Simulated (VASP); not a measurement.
Crystal: KBr.

```
K Br
1.0
     0.00000    3.30225    3.30225
     3.30225    0.00000    3.30225
     3.30225    3.30225    0.00000
K Br
1 1
Direct
  0.00000 0.00000 0.00000
  0.50000 0.50000 0.50000
```

Base run:

```yaml
Program: VASP 6.6.1
Functional: PBE
Potentials_or_basis: VASP PAW PBE potentials, release 64 (K_sv, Br)
Cutoff: 520 eV
k_mesh: 4 × 4 × 4
Occupations: gaussian, width 0.01 eV
Spin: no spin polarisation
```

Its results: band gap on the k mesh 4.43 eV; pressure 0.7 GPa.

Q: The run is repeated on the same cell with these changes: functional from PBE to HSE06. What comes out?

A: Band gap on the k mesh 5.59 eV; pressure 0.5 GPa.

Caveats: the PAW data sets were made with another functional, which shifts forces and pressure a little (at least some runs).

